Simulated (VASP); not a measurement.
## Al2H2Cl: relaxation of cell and atoms with PBE+D3(BJ)

Crystal: Al2H2Cl.

```
CELL_PARAMETERS angstrom
3.23845 0.00000 0.00000
-1.61923 2.80458 0.00000
0.00000 0.00000 8.09933
ATOMIC_POSITIONS crystal
Al 0.00000 0.00000 0.43883
Al 0.00000 0.00000 0.75132
H 0.00000 0.00000 0.94833
H 0.33333 0.66667 0.74212
Cl 0.33333 0.66667 0.23922
```

```json
{"Program": "VASP 6.6.1", "Task": "relaxation of cell and atoms", "Functional": "PBE", "Dispersion": "D3(BJ)", "Potentials or basis": "VASP PAW PBE potentials, release 64 (Al, H, Cl)", "Cutoff": "600 eV", "k mesh": "12 × 12 × 6", "Occupations": "gaussian, width 0.1 eV", "Spin": "no spin polarisation", "Dipole correction": "no", "Further INCAR settings": "ALGO = Normal; EDIFF = 1e-06; IBRION = 2; EDIFFG = -0.01; NSW = 100; ISIF = 3"}
```

| Item | Value |
| --- | --- |
| Relaxed volume | 14.62 Å³/atom |
| Relaxed cell | a = 3.220 Å, b = 3.220 Å, c = 8.143 Å, α = 90.00°, β = 90.00°, γ = 120.00° |
| Space group after relaxing (to 0.05 Å) | P3m1 (No. 156) |
| Energy gained by relaxing | 0.7 meV/atom |
| Ionic steps | 10 |
| Pressure after relaxing | 0.0 GPa |
| Largest force after relaxing | 0.004 eV/Å |
| Dispersion energy per atom | -0.167 eV |

Forces on the atoms (eV/Å):
```
Al   0.000  0.000 -0.002
Al   0.000  0.000 -0.004
H    0.000  0.000  0.001
H    0.000  0.000  0.002
Cl   0.000  0.000  0.002
```

The path:
```csv
step,energy change (eV),largest force (eV/Å),pressure (GPa),volume (Å³)
1,0.0000,0.0917,-0.01,73.56
2,-0.0020,0.0652,-0.12,73.55
3,-0.0025,0.0532,-0.22,73.54
4,-0.0030,0.0399,-0.05,73.28
5,-0.0031,0.0554,0.01,73.20
6,-0.0033,0.0309,0.02,73.09
7,-0.0033,0.0308,0.02,73.09
8,-0.0034,0.0229,0.03,73.05
9,-0.0036,0.0180,0.08,72.98
10,-0.0036,0.0041,-0.02,73.10
```

Final structure:
```
Al H Cl
1.0
     3.21970    0.00000    0.00000
    -1.60985    2.78834    0.00000
     0.00000    0.00000    8.14255
Al H Cl
2 2 1
Direct
  0.00000 0.00000 0.43884
  0.00000 0.00000 0.75377
  0.00000 0.00000 0.94997
  0.33333 0.66667 0.73903
  0.33333 0.66667 0.23820
```

Levels at points of the mesh, in eV from the Fermi level:
```
           k point  band 3  band 4  band 5  band 6  band 7  band 8  band 9  band 10  band 11
(0.00, 0.00, 0.00)   -8.52   -4.35   -3.93   -3.93   -3.08    2.49    4.57     6.36     6.36
(0.50, 0.00, 0.00)   -6.99   -6.32   -4.93   -4.65   -3.19   -0.37    0.50     2.94     3.52
(0.00, 0.00, 0.50)   -8.12   -5.45   -3.93   -3.93   -1.81    1.81    4.65     6.37     6.37
(0.50, 0.00, 0.50)   -7.11   -6.13   -4.93   -4.82   -2.89   -0.54    0.19     2.78     3.31
```

Run time: 5 min on 1 thread of AMD EPYC 9R45 96-Core Processor (Zen 5), on a shared host, peak memory 0.27 GiB.

Caveat: an odd number of electrons without spin polarisation forces a metal; a magnetic or distorted state may lie lower; pairwise dispersion overbinds metals, which lowers pressure and volume.
